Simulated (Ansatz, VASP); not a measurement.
**One calculation of Si, two programs**

Contents of INCAR:

```
SYSTEM = Si
PREC = Accurate ; ENCUT = 520
EDIFF = 1E-6 ; ISMEAR = -1
SIGMA = 0.05 ; LREAL = .FALSE.
LASPH = .TRUE. ; NELM = 100
ALGO = Normal ; ISIF = 2
LWAVE = .FALSE. ; LCHARG = .TRUE.
GGA = PE ; LELF = .TRUE.
LVHAR = .TRUE. ; NBANDS = 11
```

KPOINTS

```
regular mesh
0
G
  10 10 10
  0 0 0
```

File POSCAR:

```
Si
1.0
    0.0000000000      2.7144176166      2.7144176166
    2.7144176166      0.0000000000      2.7144176166
    2.7144176166      2.7144176166      0.0000000000
Si
2
Direct
   -0.1925000000     -0.1025000000     -0.1025000000
    0.1925000000      0.1025000000      0.1025000000
```

Input for Ansatz:

```yaml
crystal:
  lattice:
    - [0.0, 2.7144176166, 2.7144176166]
    - [2.7144176166, 0.0, 2.7144176166]
    - [2.7144176166, 2.7144176166, 0.0]
  atoms:
    - { symbol: Si, position: [-0.1925, -0.1025, -0.1025] }
    - { symbol: Si, position: [0.1925, 0.1025, 0.1025] }
kpoints:
  mp_grid: { grid: [10, 10, 10] }
scf:
  occupations: { method: fermi_dirac, width: 0.05 }
hamiltonian:
  xc: pbe
  pseudopotentials: { kind: all_electron, lapw: { basis_error: 0.001 } }
output:
  forces: true
  stress: true
  eigenvalues: true
  populations: true
```

Change from the starting cell: shortest bond scaled by 0.82, LAPW.

Alike in both runs: task single point; functional PBE; k mesh 10 × 10 × 10; occupations fermi-dirac, width 0.05 eV; no spin polarisation.

|  | VASP | Ansatz |
| --- | --- | --- |
| version | VASP 6.6.1 | Ansatz 0.2.0 |
| potentials or method | VASP PAW PBE potentials, release 64 (Si), cutoff 520 eV | all-electron LAPW, scalar-relativistic |

```tsv
	VASP	Ansatz	Ansatz less VASP
pressure (GPa)	13.1	13.2	+0.12
traceless stress, the component that is largest in VASP (GPa)	-19.00	-19.12	-0.123
rms of the force components (eV/Å)	5.774	5.805	+0.0308
```

Atom by atom the forces differ by 0.031 eV/Å (rms over components). Ansatz ran all-electron here, and VASP with PAW potentials.
